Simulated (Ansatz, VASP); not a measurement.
## Cr: VASP beside Ansatz

File INCAR:

```
SYSTEM = Cr
  PREC = Accurate
  ENCUT = 520
  EDIFF = 1E-6
  ISMEAR = -1
  SIGMA = 0.08
  LREAL = .FALSE.
  LASPH = .TRUE.
  NELM = 80
  ALGO = Normal
  ISIF = 2
  LWAVE = .FALSE.
  LCHARG = .FALSE.
  GGA = PE
  NBANDS = 12
```

Contents of KPOINTS:

```
Automatic mesh
0
G
  21 21 21
  0 0 0
```

POSCAR

```
Cr
1.0
   -1.1669137208      1.1669137208      1.1669137208
    1.1669137208     -1.1669137208      1.1669137208
    1.1669137208      1.1669137208     -1.1669137208
Cr
1
Direct
    0.0000000000      0.0000000000      0.0000000000
```

Input for Ansatz:

```yaml
crystal:
  lattice:
    - [-1.1669137208, 1.1669137208, 1.1669137208]
    - [1.1669137208, -1.1669137208, 1.1669137208]
    - [1.1669137208, 1.1669137208, -1.1669137208]
  atoms:
    - { symbol: Cr, position: [0.0, 0.0, 0.0] }
kpoints:
  mp_grid: { grid: [21, 21, 21] }
scf:
  occupations: { method: fermi_dirac, width: 0.08 }
hamiltonian:
  xc: pbe
  pseudopotentials: { kind: paw }
output:
  forces: true
  stress: true
  eigenvalues: true
  populations: true
```

Change from the starting cell: volume scaled by 0.55, PAW files.

Alike in both runs: task single point; functional PBE; k mesh 21 × 21 × 21; occupations fermi-dirac, width 0.08 eV; no spin polarisation.

|  | VASP | Ansatz |
| --- | --- | --- |
| version | VASP 6.6.1 | Ansatz 0.2.0 |
| potentials or method | VASP PAW PBE potentials, release 64 (Cr_pv) | PAW with Ansatz's default frozen-core files, scalar-relativistic |
| plane-wave cutoff (eV) | 520 | 420 |
| valence electrons in the cell | 12 | 14 |

|  | VASP | Ansatz | Ansatz less VASP |
| --- | --- | --- | --- |
| pressure (GPa) | 526.7 | 503.4 | -23.30 |

Both programs put the cell under a high pressure, so it lies far from rest at this level. VASP's potentials hold 12 valence electrons a cell and Ansatz's 14, so a difference there can come from the potentials and not from the codes.

Noted on VASP's run: the cell as given lies far from equilibrium.
